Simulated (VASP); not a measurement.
# Li (R-3m) in VASP: further runs, part 2 of 2

VASP 6.6.1. Earlier steps stand in the parts before.

## (4) Relaxation of shape and atoms at fixed volume, PBE

This run uses another cell than the first one, of 12.14 Å³/atom, 1.333 times its volume.

INCAR reads:

```
  ALGO = Normal
  EDIFF = 1E-6
  EDIFFG = -0.005
  ENCUT = 600
  GGA = PE
  IBRION = 2
  ISIF = 4
  ISMEAR = -1
  LASPH = True
  LCHARG = False
  LREAL = False
  LWAVE = False
  NELM = 60
  NSW = 50
  PREC = Accurate
  SIGMA = 0.08
```

KPOINTS reads:

```
k-points
0
Gamma
  13 13 13
```

POSCAR reads:

```
Li
1.0
    1.2864738059     -0.7427459982      4.2343746610
    0.0000000000      1.4854919963      4.2343746610
   -1.2864738059     -0.7427459982      4.2343746610
Li
2
Direct
    0.2499964156      0.2499964156      0.2499964156
   -0.2499964156     -0.2499964156     -0.2499964156
```

Potentials or basis: VASP PAW PBE potentials, release 64 (Li_sv).

The run is started by

```sh
> cat potpaw_PBE.64/Li_sv/POTCAR > POTCAR
> mpirun -np 1 vasp_std > vasp.out
```

OUTCAR:

```text
EDIFF = 1E-6
   EDIFFG = -0.005
   ENCUT = 600
   GGA = PE
   IBRION = 2
   ISIF = 4
   ISMEAR = -1
   LASPH = True
   LREAL = False
   NELM = 60
   NSW = 50
   PREC = Accurate

 ion  position               nearest neighbor table
   1  0.250  0.250  0.250-   2 2.59   2 2.59   2 2.59   2 2.59   2 2.59   2 2.59
   2  0.750  0.750  0.750-   1 2.59   1 2.59   1 2.59   1 2.59   1 2.59   1 2.59

  LATTYP: Found a trigonal (rhomboedric) cell.
 ALAT       =     4.4873840086
 COS(alpha) =     0.8356213461

  Lattice vectors:

 A1 = (   1.2864738059,  -0.7427459982,   4.2343746610)
 A2 = (   0.0000000000,   1.4854919963,   4.2343746610)
 A3 = (  -1.2864738059,  -0.7427459982,   4.2343746610)

Analysis of symmetry for initial positions (statically):
=====================================================================
 Subroutine PRICEL returns:
 Original cell was already a primitive cell.

 Routine SETGRP: Setting up the symmetry group for a
 trigonal (rhombohedral) supercell.

 Subroutine GETGRP returns: Found 12 space group operations
 (whereof 12 operations were pure point group operations)
 out of a pool of 12 trial point group operations.

The static configuration has the point symmetry D_3d.

Analysis of symmetry for dynamics (positions and initial velocities):
[... 167 lines left out ...]
  Total        2.4633291      2.4633291      2.5046903      0.0000000     -0.0000000      0.0000000
  in kB      162.5740481    162.5740481    165.3037914      0.0000000     -0.0000000      0.0000000
  external PRESSURE =     163.4839625 kB  Pullay stress =       0.0000000 kB
[... 95 lines left out ...]
--------------------------------------- Ionic step        4  -------------------------------------------

 number of electron       6.0000000 magnetization

 Free energy of the ion-electron system (eV)
  ---------------------------------------------------
  ext. energy  EPLUGINS =         0.00000000
  ---------------------------------------------------
  free energy    TOTEN  =        -3.24251166 eV

  energy without entropy =       -3.22342981  energy(sigma->0) =       -3.23297073

 E-fermi :   2.4370     XC(G=0):  -8.4229

 val. band max:        2.4366264842   @ k =  -0.3077   0.4615   0.2308
 cond. band min:       2.4403627056   @ k =   0.3077   0.1538   0.0769
 fundamental gap:      0.0037362214
 Fermi energy:         2.4370380268

 k-point     1 :       0.0000    0.0000    0.0000
  band No.  band energies     occupation
      1     -43.4119      2.00000
      2     -43.2991      2.00000
      3      -1.6464      2.00000
      4       1.9763      1.99371
      5       7.3703      0.00000
      6      20.7411      0.00000
      7      20.7411      0.00000
[... 221 lines left out ...]
 k-point    24 :       0.4615    0.1538   -0.0000
  band No.  band energies     occupation
      1     -43.2925      2.00000
      2     -43.2638      2.00000
      3       1.7071      1.99978
      4       4.6374      0.00000
      5       7.3968      0.00000
      6      11.3793      0.00000
      7      11.6684      0.00000

 [... further k-points ...]

------------------------ aborting loop because EDIFF is reached ----------------------------------------

  FORCE on cell =-STRESS in cart. coord.  units (eV):
  Direction    XX          YY          ZZ          XY          YZ          ZX
  --------------------------------------------------------------------------------------
  -------------------------------------------------------------------------------------
  Total        2.4700679      2.4700679      2.4832461     -0.0000000     -0.0000000      0.0000000
  in kB      163.0187953    163.0187953    163.8885218     -0.0000000     -0.0000000      0.0000000
  external PRESSURE =     163.3087041 kB  Pullay stress =       0.0000000 kB
[... 17 lines left out ...]
  FREE ENERGIE OF THE ION-ELECTRON SYSTEM (eV)
  ---------------------------------------------------
  free  energy   TOTEN  =        -3.2425116584 eV

  energy  without entropy=       -3.2234298074  energy(sigma->0) =       -3.23297073

 reached required accuracy - stopping structural energy minimisation
```

OSZICAR:

```text
N       E                     dE             d eps       ncg     rms          rms(c)
DAV:   1     0.956658062413E+01    0.95666E+01   -0.37933E+03  3241   0.970E+02
DAV:   2    -0.190609870611E+01   -0.11473E+02   -0.11050E+02  4543   0.742E+01
DAV:   3    -0.317997208411E+01   -0.12739E+01   -0.12538E+01  4263   0.349E+01
[... 19 lines left out ...]
   3 F= -.32424150E+01 E0= -.32326772E+01  d E =-.976388E-04
       N       E                     dE             d eps       ncg     rms          rms(c)
DAV:   1    -0.324239727713E+01    0.17640E-04   -0.39916E-02  3675   0.273E+00    0.139E-01
DAV:   2    -0.324245813719E+01   -0.60860E-04   -0.10241E-04  4102   0.120E-01    0.848E-02
DAV:   3    -0.324251138892E+01   -0.53252E-04   -0.19956E-05  4368   0.504E-02    0.171E-03
DAV:   4    -0.324251165836E+01   -0.26944E-06   -0.14809E-07  3185   0.402E-03
   4 F= -.32425117E+01 E0= -.32329707E+01  d E =-.194318E-03
```

It took 51 s on 1 thread of Intel Xeon 6975P-C (Granite Rapids), shared host; peak memory 0.21 GiB.

Results:

- Free energy: -3.2425 eV
- Energy gained by relaxing: 0.1 meV/atom
- Ionic steps: 4
- Pressure after relaxing: 16.3 GPa
- Band gap on the k mesh: zero (band 3 reaches 4.41 eV, above the bottom of band 4 at -0.26 eV)

The path:
```tsv
step	energy change (eV)	largest force (eV/Å)	pressure (GPa)	volume (Å³)
1	0.0000	0.0004	16.35	24.28
2	0.0000	0.0002	16.34	24.28
3	-0.0001	0.0002	16.33	24.28
4	-0.0002	0.0011	16.33	24.28
```

Final structure:
```
CELL_PARAMETERS angstrom
1.28221 -0.74028 4.26259
0.00000 1.48057 4.26259
-1.28221 -0.74028 4.26259
ATOMIC_POSITIONS crystal
Li 0.25001 0.25001 0.25001
Li 0.74999 0.74999 0.74999
```

Caveat: the cutoff is under 1.25 times the usual one of these potentials, so pressure, stress and relaxed cells hold a basis-set (Pulay) error.

## (5) Relaxation of shape and atoms at fixed volume, PBE

This run uses another cell than the first one, of 13.76 Å³/atom, 1.511 times its volume.

INCAR reads:

```
SYSTEM = Li
ALGO = Normal
EDIFF = 1E-7
EDIFFG = -0.005
ENCUT = 600
GGA = PE
IBRION = 2
ISIF = 4
ISMEAR = -1
LASPH = .True.
LCHARG = .False.
LREAL = .False.
LWAVE = .False.
NELM = 100
NSW = 50
PREC = Accurate
SIGMA = 0.08
```

KPOINTS reads:

```
k-points
0
Gamma
  13 13 13
  0 0 0
```

POSCAR reads:

```
Li
1.0
    1.3412822232     -0.7743896527      4.4147742715
    0.0000000000      1.5487793053      4.4147742715
   -1.3412822232     -0.7743896527      4.4147742715
Li
2
Direct
    0.2499964156      0.2499964156      0.2499964156
   -0.2499964156     -0.2499964156     -0.2499964156
```

Potentials or basis: VASP PAW PBE potentials, release 64 (Li_sv).

The run is started by

```sh
> cat potpaw_PBE.64/Li_sv/POTCAR > POTCAR
> mpirun -np 1 vasp_std > vasp.out
```

OUTCAR:

```text
SYSTEM = Li
   EDIFF = 1E-7
   EDIFFG = -0.005
   ENCUT = 600
   GGA = PE
   IBRION = 2
   ISIF = 4
   ISMEAR = -1
   LASPH = .True.
   LREAL = .False.
   NELM = 100
   NSW = 50
   PREC = Accurate

 ion  position               nearest neighbor table
   1  0.250  0.250  0.250-
   2  0.750  0.750  0.750-

  LATTYP: Found a trigonal (rhomboedric) cell.
 ALAT       =     4.6785627285
 COS(alpha) =     0.8356213461

  Lattice vectors:

 A1 = (   1.3412822232,  -0.7743896527,   4.4147742715)
 A2 = (   0.0000000000,   1.5487793053,   4.4147742715)
 A3 = (  -1.3412822232,  -0.7743896527,   4.4147742715)

Analysis of symmetry for initial positions (statically):
=====================================================================
 Subroutine PRICEL returns:
 Original cell was already a primitive cell.

 Routine SETGRP: Setting up the symmetry group for a
 trigonal (rhombohedral) supercell.

 Subroutine GETGRP returns: Found 12 space group operations
 (whereof 12 operations were pure point group operations)
 out of a pool of 12 trial point group operations.

The static configuration has the point symmetry D_3d.

[... 169 lines left out ...]
  Total        1.6927800      1.6927800      1.7241117     -0.0000000     -0.0000000      0.0000000
  in kB       98.5761019     98.5761019    100.4006457     -0.0000000     -0.0000000      0.0000000
  external PRESSURE =      99.1842831 kB  Pullay stress =       0.0000000 kB
[... 95 lines left out ...]
--------------------------------------- Ionic step        4  -------------------------------------------

 number of electron       5.9999995 magnetization

 Free energy of the ion-electron system (eV)
  ---------------------------------------------------
  ext. energy  EPLUGINS =         0.00000000
  ---------------------------------------------------
  free energy    TOTEN  =        -3.50882569 eV

  energy without entropy =       -3.48866115  energy(sigma->0) =       -3.49874342

 E-fermi :   1.9227     XC(G=0):  -8.0616

 val. band max:        1.9137621746   @ k =   0.1538   0.0769   0.0000
 cond. band min:       1.9238732456   @ k =  -0.3077   0.3077   0.3077
 fundamental gap:      0.0101110709
 Fermi energy:         1.9226918133

 k-point     1 :       0.0000    0.0000    0.0000
  band No.  band energies     occupation
      1     -44.0502      2.00000
      2     -43.9766      2.00000
      3      -2.0793      2.00000
      4       1.5785      1.97330
      5       6.2428      0.00000
      6      18.6824      0.00000
      7      18.6824      0.00000
[... 221 lines left out ...]
 k-point    24 :       0.4615    0.1538    0.0000
  band No.  band energies     occupation
      1     -43.9728      2.00000
      2     -43.9540      2.00000
      3       1.1855      1.99980
      4       3.9953      0.00000
      5       6.4758      0.00000
      6      10.1775      0.00000
      7      10.4617      0.00000

 [... further k-points ...]

------------------------ aborting loop because EDIFF is reached ----------------------------------------

  FORCE on cell =-STRESS in cart. coord.  units (eV):
  Direction    XX          YY          ZZ          XY          YZ          ZX
  --------------------------------------------------------------------------------------
  -------------------------------------------------------------------------------------
  Total        1.7010928      1.7010928      1.7063292     -0.0000000     -0.0000000      0.0000000
  in kB       99.0601829     99.0601830     99.3651154     -0.0000000     -0.0000000      0.0000000
  external PRESSURE =      99.1618271 kB  Pullay stress =       0.0000000 kB
[... 17 lines left out ...]
  FREE ENERGIE OF THE ION-ELECTRON SYSTEM (eV)
  ---------------------------------------------------
  free  energy   TOTEN  =        -3.5088256879 eV

  energy  without entropy=       -3.4886611459  energy(sigma->0) =       -3.49874342

 reached required accuracy - stopping structural energy minimisation
```

OSZICAR:

```text
N       E                     dE             d eps       ncg     rms          rms(c)
DAV:   1     0.884973881664E+01    0.88497E+01   -0.36596E+03  3262   0.930E+02
DAV:   2    -0.196176061371E+01   -0.10811E+02   -0.10380E+02  4480   0.734E+01
DAV:   3    -0.344004923093E+01   -0.14783E+01   -0.14651E+01  4466   0.369E+01
[... 23 lines left out ...]
DAV:   1    -0.350876270125E+01    0.21839E-04   -0.21975E-02  3696   0.204E+00    0.105E-01
DAV:   2    -0.350880146558E+01   -0.38764E-04   -0.57215E-05  4172   0.894E-02    0.645E-02
DAV:   3    -0.350882555986E+01   -0.24094E-04   -0.77601E-06  4508   0.299E-02    0.102E-03
DAV:   4    -0.350882567488E+01   -0.11502E-06   -0.68836E-08  4193   0.247E-03    0.450E-04
DAV:   5    -0.350882568789E+01   -0.13009E-07   -0.98344E-09  2247   0.996E-04
   4 F= -.35088257E+01 E0= -.34987434E+01  d E =-.946324E-04
```

Wall time 85 s (1 thread of Intel Xeon 6975P-C (Granite Rapids), shared host); peak memory 0.24 GiB.

What came out:

| Property | Result |
| --- | --- |
| Free energy | -3.5088 eV |
| Energy gained by relaxing | 0.0 meV/atom |
| Ionic steps | 4 |
| Pressure after relaxing | 9.9 GPa |
| Band gap on the k mesh | zero (band 3 reaches 3.78 eV, above the bottom of band 4 at -0.70 eV) |

Final structure:
```
CELL_PARAMETERS angstrom
1.33791 -0.77244 4.43705
0.00000 1.54489 4.43705
-1.33791 -0.77244 4.43705
ATOMIC_POSITIONS crystal
Li 0.25001 0.25001 0.25001
Li 0.74999 0.74999 0.74999
```

Levels at points of the mesh, in eV from the Fermi level:
```
           k point  band 1  band 2  band 3  band 4  band 5  band 6
(0.00, 0.00, 0.00)  -45.97  -45.90   -4.00   -0.34    4.32   16.76
```

Caveat: the cutoff is under 1.25 times the usual one of these potentials, so pressure, stress and relaxed cells hold a basis-set (Pulay) error.

## (6) Relaxation of shape and atoms at fixed volume, PBE

This run uses another cell than the first one, of 15.37 Å³/atom, 1.689 times its volume.

INCAR reads:

```
PREC = Accurate ; ENCUT = 600
EDIFF = 1E-6 ; ISMEAR = -1
SIGMA = 0.08 ; LREAL = F
LASPH = T ; NELM = 100
ALGO = Normal ; ISIF = 4
LWAVE = F ; LCHARG = F
GGA = PE ; IBRION = 2
NSW = 50 ; EDIFFG = -0.005
```

KPOINTS reads:

```
Automatic mesh
0
Gamma
  13 13 13
```

POSCAR reads:

```
Li
1.0
    1.3919438886     -0.8036391788      4.5815250215
    0.0000000000      1.6072783575      4.5815250215
   -1.3919438886     -0.8036391788      4.5815250215
Li
2
Direct
    0.2499964156      0.2499964156      0.2499964156
   -0.2499964156     -0.2499964156     -0.2499964156
```

Potentials or basis: VASP PAW PBE potentials, release 64 (Li_sv).

The run is started by

```sh
> cat potpaw_PBE.64/Li_sv/POTCAR > POTCAR
> mpirun -np 1 vasp_std > vasp.out
```

OUTCAR:

```text
PREC = Accurate
   ENCUT = 600
   EDIFF = 1E-6
   ISMEAR = -1
   LREAL = F
   LASPH = T
   NELM = 100
   ISIF = 4
   GGA = PE
   IBRION = 2
   NSW = 50
   EDIFFG = -0.005

 ion  position               nearest neighbor table
   1  0.250  0.250  0.250-
   2  0.750  0.750  0.750-

  LATTYP: Found a trigonal (rhomboedric) cell.
 ALAT       =     4.8552770509
 COS(alpha) =     0.8356213461

  Lattice vectors:

 A1 = (   1.3919438886,  -0.8036391788,   4.5815250215)
 A2 = (   0.0000000000,   1.6072783575,   4.5815250215)
 A3 = (  -1.3919438886,  -0.8036391788,   4.5815250215)

Analysis of symmetry for initial positions (statically):
=====================================================================
 Subroutine PRICEL returns:
 Original cell was already a primitive cell.

 Routine SETGRP: Setting up the symmetry group for a
 trigonal (rhombohedral) supercell.

 Subroutine GETGRP returns: Found 12 space group operations
 (whereof 12 operations were pure point group operations)
 out of a pool of 12 trial point group operations.

The static configuration has the point symmetry D_3d.

Analysis of symmetry for dynamics (positions and initial velocities):
[... 168 lines left out ...]
  in kB       57.6126524     57.6126524     58.8525334      0.0000000     -0.0000000      0.0000000
  external PRESSURE =      58.0259461 kB  Pullay stress =       0.0000000 kB
[... 95 lines left out ...]
--------------------------------------- Ionic step        4  -------------------------------------------

 number of electron       6.0000004 magnetization

 Free energy of the ion-electron system (eV)
  ---------------------------------------------------
  ext. energy  EPLUGINS =         0.00000000
  ---------------------------------------------------
  free energy    TOTEN  =        -3.66958478 eV

  energy without entropy =       -3.64861436  energy(sigma->0) =       -3.65909957

 E-fermi :   1.5089     XC(G=0):  -7.7543

 val. band max:        1.5088550576   @ k =  -0.3077   0.3846   0.2308
 cond. band min:       1.5089700961   @ k =  -0.3077   0.2308   0.0000
 fundamental gap:      0.0001150385
 Fermi energy:         1.5088988140

 k-point     1 :       0.0000    0.0000    0.0000
  band No.  band energies     occupation
      1     -44.6029      2.00000
      2     -44.5529      2.00000
      3      -2.3906      2.00000
      4       1.2535      1.92109
      5       5.3441      0.00000
      6      17.0015      0.00000
      7      17.0015      0.00000
[... 221 lines left out ...]
 k-point    24 :       0.4615    0.1538    0.0000
  band No.  band energies     occupation
      1     -44.5506      2.00000
      2     -44.5379      2.00000
      3       0.7734      1.99980
      4       3.4735      0.00000
      5       5.7265      0.00000
      6       9.1972      0.00000
      7       9.4748      0.00000

 [... further k-points ...]

------------------------ aborting loop because EDIFF is reached ----------------------------------------

  FORCE on cell =-STRESS in cart. coord.  units (eV):
  Direction    XX          YY          ZZ          XY          YZ          ZX
  --------------------------------------------------------------------------------------
  -------------------------------------------------------------------------------------
  Total        1.1123657      1.1123657      1.1139056     -0.0000000     -0.0000000     -0.0000000
  in kB       57.9580850     57.9580850     58.0383218     -0.0000000     -0.0000000     -0.0000000
  external PRESSURE =      57.9848306 kB  Pullay stress =       0.0000000 kB
[... 17 lines left out ...]
  FREE ENERGIE OF THE ION-ELECTRON SYSTEM (eV)
  ---------------------------------------------------
  free  energy   TOTEN  =        -3.6695847802 eV

  energy  without entropy=       -3.6486143612  energy(sigma->0) =       -3.65909957

 reached required accuracy - stopping structural energy minimisation
```

CONTCAR:

```text
Li
   1.00000000000000
     1.3892856979171033   -0.8021044716955692    4.5990739217846270
     0.0000000000000000    1.6042089432640836    4.5990739217798478
    -1.3892856979171033   -0.8021044716955692    4.5990739217846270
  Li
     2
Direct
     0.2500056629501949    0.2500056629501949    0.2500056629501949
     0.7499943370498051    0.7499943370498051    0.7499943370498051

  0.00000000E+00  0.00000000E+00  0.00000000E+00
  0.00000000E+00  0.00000000E+00  0.00000000E+00
```

It took 66 s on 1 thread of Intel Xeon 6975P-C (Granite Rapids), shared host; peak memory 0.25 GiB.

What came out:

| Property | Result |
| --- | --- |
| Free energy | -3.6696 eV |
| Energy gained by relaxing | 0.0 meV/atom |
| Ionic steps | 4 |
| Pressure after relaxing | 5.8 GPa |
| Band gap on the k mesh | zero (band 3 reaches 3.28 eV, above the bottom of band 4 at -1.04 eV) |

Final structure:
```
Li
1.0
     1.38929   -0.80210    4.59907
     0.00000    1.60421    4.59907
    -1.38929   -0.80210    4.59907
Li
2
Direct
  0.25001 0.25001 0.25001
  0.74999 0.74999 0.74999
```

Levels at points of the mesh, in eV from the Fermi level:
```
           k point  band 1  band 2  band 3  band 4  band 5  band 6  band 7
(0.00, 0.00, 0.00)  -46.11  -46.06   -3.90   -0.26    3.84   15.49   15.49
```

Caveat: the cutoff is under 1.25 times the usual one of these potentials, so pressure, stress and relaxed cells hold a basis-set (Pulay) error.

## (7) Overview

```csv
cell,gap on the mesh (eV),pressure (GPa)
"relaxed from a = 4.077 Å, angles 33.3°, 2 atoms",none,41.6
"relaxed from a = 4.278 Å, angles 33.3°, 2 atoms",none,26.7
"relaxed from a = 4.487 Å, angles 33.3°, 2 atoms",none,16.3
"relaxed from a = 4.679 Å, angles 33.3°, 2 atoms",none,9.9
"relaxed from a = 4.855 Å, angles 33.3°, 2 atoms",none,5.8
```

Alike in all rows: task relaxation of shape and atoms at fixed volume; level PBE; potentials or basis VASP PAW PBE potentials, release 64 (Li_sv); no spin polarisation; k mesh 13 × 13 × 13; cutoff (eV) 600; smearing fermi-dirac 0.08 eV.

Caveats: the cutoff is under 1.25 times the usual one of these potentials, so pressure, stress and relaxed cells hold a basis-set (Pulay) error.

Absolute energies hang on the potentials; compare differences alone.
